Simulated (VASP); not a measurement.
Runs of VASP 6.6.1 on LiH. The structure is that of space group F-43m (No. 216), or close to it. The cells are those of the table. 

```csv
level,cell,smearing,gap on the mesh (eV),largest force (eV/Å)
r2SCAN,"a = 3.066 Å, angles 63.0°, 2 atoms",gaussian 0.01 eV,4.54,0.01
PBE,"a = 3.066 Å, angles 63.0°, 2 atoms",fermi-dirac 0.02 eV,3.97,-
r2SCAN,"a = 3.034, b = 3.034, c = 3.003 Å, angles 60.3, 60.3, 60.7°, 2 atoms",gaussian 0.01 eV,(a),0.01
PBE,"a = 3.034, b = 3.034, c = 3.003 Å, angles 60.3, 60.3, 60.7°, 2 atoms",fermi-dirac 0.02 eV,4.20,-
```

Alike in all rows: task single point; potentials or basis VASP PAW PBE potentials, release 64 (Li_sv, H); no spin polarisation; k mesh 10 × 10 × 10; cutoff (eV) 520.

Task: Estimate the missing entries.

Result: (a) 4.78.

Caveats: the PAW data sets were made with another functional, which shifts forces and pressure a little (some runs).

A k mesh can miss the band edges.
